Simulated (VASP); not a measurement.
Set up this calculation in VASP 6.6.1, as the native input.

* Task: single point
* Functional: PBEsol
* Potentials or basis: VASP PAW PBE potentials, release 64 (Mn_pv, O)
* Cutoff: 520 eV
* k mesh: 18 × 18 × 18
* Occupations: gaussian, width 0.15 eV
* Spin: collinear spin, ferromagnetic start
* Starting moments: [4.41, 0.25] μB
* Dipole correction: no
* Further INCAR settings: ALGO = Normal; EDIFF = 1e-06; NBANDS = 20

The structure of MnO lies in POSCAR:

```
MnO
1.0
    0.0000000000      2.1664500000      2.2220000000
    2.2220000000      0.0000000000      2.2220000000
    2.2220000000      2.1664500000      0.0000000000
Mn O
1 1
Direct
    0.0000000000      0.0000000000      0.0000000000
    0.5000000000      0.5000000000      0.5000000000
```

This cell differs from its parent crystal: strain -0.0250 x Voigt [0, 1, 0, 0, 0, 0].

The input as run:

INCAR

```
SYSTEM = MnO
PREC = Accurate ; ENCUT = 520
EDIFF = 1E-6 ; ISMEAR = 0
SIGMA = 0.15 ; LREAL = .False.
LASPH = .True. ; NELM = 150
ALGO = Normal ; ISIF = 2
LWAVE = .False. ; LCHARG = .False.
ISPIN = 2 ; MAGMOM = 4.41 0.25
LORBIT = 11 ; LMAXMIX = 4
GGA = PS ; NBANDS = 20
```

KPOINTS

```
regular mesh
0
Gamma
  18 18 18
  0 0 0
```

Potentials or basis: VASP PAW PBE potentials, release 64 (Mn_pv, O).

The run is started by

```bash
$ cat potpaw_PBE.64/Mn_pv/POTCAR potpaw_PBE.64/O/POTCAR > POTCAR
$ mpirun -np 1 vasp_std > vasp.out
```

It gave:

* Pressure: -4.7 GPa
* Net moment: 4.65 μB per cell
* Site moments: Mn +4.23; O +0.19 μB
* Valence electrons inside the program's atomic spheres: Mn 11.39; O 4.96

Caveat: the cell differs from its parent crystal (strain -0.0250 x Voigt [0, 1, 0, 0, 0, 0]); the PAW data sets were made with another functional, which shifts forces and pressure a little; a cell with one magnetic atom can't hold antiferromagnetic order, which such compounds often take.

Run time: 5.7 min on 1 thread of Intel Xeon 8259CL (shared host), peak memory 0.39 GiB.
